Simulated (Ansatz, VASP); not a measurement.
**Two plane-wave programs on SnO2**

Contents of INCAR:

```
SYSTEM = SnO2
ALGO = Normal
EDIFF = 1E-7
ENCUT = 520
GGA = CA
ISIF = 2
ISMEAR = 0
LASPH = .TRUE.
LCHARG = .TRUE.
LELF = .TRUE.
LREAL = .FALSE.
LVHAR = .TRUE.
LWAVE = .FALSE.
NBANDS = 35
NELM = 80
PREC = Accurate
SIGMA = 0.05
```

Contents of KPOINTS:

```
k-points
0
G
  6 6 8
  0 0 0
```

The input POSCAR:

```
SnO2
1.0
    4.6094272255      0.0000000000      0.0000000000
    0.0000000000      4.6099934723      0.0000000000
    0.0000000000      0.0000000000      3.1141542057
Sn O
2 4
Direct
    0.5000000000      0.5000000000      0.5000000000
    0.0000000000      0.0000000000      0.0000000000
    0.3059833077      0.3580510778      0.0000000000
    0.8059833077      0.1419489222      0.5000000000
    0.1940166923      0.8580510778      0.5000000000
    0.6940166923      0.6419489222      0.0000000000
```

Input for Ansatz:

```yaml
crystal:
  lattice:
    - [4.6094272255, 0.0, 0.0]
    - [0.0, 4.6099934723, 0.0]
    - [0.0, 0.0, 3.1141542057]
  atoms:
    - { symbol: Sn, position: [0.5, 0.5, 0.5] }
    - { symbol: Sn, position: [0.0, 0.0, 0.0] }
    - { symbol: O, position: [0.3059833077, 0.3580510778, 0.0] }
    - { symbol: O, position: [0.8059833077, 0.1419489222, 0.5] }
    - { symbol: O, position: [0.1940166923, 0.8580510778, 0.5] }
    - { symbol: O, position: [0.6940166923, 0.6419489222, 0.0] }
basis:
  ecutwfc: 520.0
kpoints:
  mp_grid: { grid: [6, 6, 8] }
hamiltonian:
  xc: lda
scf:
  occupations: { method: gaussian, width: 0.05 }
output:
  forces: true
  stress: true
  eigenvalues: true
```

Alike in both runs: task single point; functional LDA; k mesh 6 × 6 × 8; occupations gaussian, width 0.05 eV; no spin polarisation.

```csv
,VASP,Ansatz
version,VASP 6.6.1,Ansatz 0.2.0
potentials or method,"VASP PAW LDA potentials, release 64 (Sn_d, O), cutoff 520 eV","scalar-relativistic, plane waves, PAW"
valence electrons in the cell,52,52
```

Ansatz gave:

* gap on the k mesh at the Fermi level (eV): 2.41
* least direct gap on the mesh (eV): 2.41
* rms of the force components (eV/Å): 2.663

**Question.** What did VASP give for the same quantities?

**Answer.** gap on the k mesh at the Fermi level (eV): 2.44; least direct gap on the mesh (eV): 2.44; rms of the force components (eV/Å): 2.703.

LDA's correlation is that of Perdew and Zunger in VASP and of Perdew and Wang (1992) in Ansatz. Atom by atom the forces differ by 0.040 eV/Å (rms over components).
